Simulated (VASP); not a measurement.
Wanted: the native input for a VASP 6.6.1 run.

- Task: single point
- Functional: PBE
- Dispersion: D3(BJ)
- Potentials or basis: VASP PAW PBE potentials, release 64 (As)
- Cutoff: 520 eV
- k mesh: 9 × 9 × 1
- Occupations: gaussian, width 0.02 eV
- Spin: no spin polarisation
- Dipole correction: yes
- Further INCAR settings: ALGO = Normal; EDIFF = 1e-06; NBANDS = 12

The structure of As lies in POSCAR:

```
As
1.0
    3.4630000000      0.0000000000      0.0000000000
   -1.7315000000      2.9990459733      0.0000000000
    0.0000000000      0.0000000000     28.5742413766
As
2
Direct
    0.3333333333      0.6666666667      0.4685555956
    0.6666666667      0.3333333333      0.5314444044
```

One way to write it, as run:

INCAR

```
SYSTEM = As
  PREC = Accurate
  ENCUT = 520
  EDIFF = 1E-6
  ISMEAR = 0
  SIGMA = 0.02
  LREAL = .False.
  LASPH = .True.
  NELM = 80
  ALGO = Normal
  ISIF = 2
  LWAVE = .False.
  LCHARG = .True.
  LDIPOL = .True.
  IDIPOL = 3
  DIPOL = 0.5 0.5 0.500
  GGA = PE
  IVDW = 12
  LELF = .True.
  LVHAR = .True.
  LVACPOTAV = .True.
  NBANDS = 12
```

KPOINTS

```
Automatic mesh
0
Gamma
  9 9 1
  0 0 0
```

Potentials or basis: VASP PAW PBE potentials, release 64 (As).

Command:

```console
$ cat potpaw_PBE.64/As/POTCAR > POTCAR
$ mpirun -np 1 vasp_std > vasp.out
```

It gave:

| Property | Result |
| --- | --- |
| Largest force | 2.720 eV/Å |
| Band gap on the k mesh | zero (band 5 reaches -1.99 eV, above the bottom of band 6 at -2.89 eV) |
| Dispersion energy per atom | -0.219 eV |

Wall time 120 s on 1 thread of Intel(R) Xeon(R) Platinum 8259CL CPU @ 2.50GHz (Skylake/Cascade Lake) (shared host), peak memory 0.4 GiB.
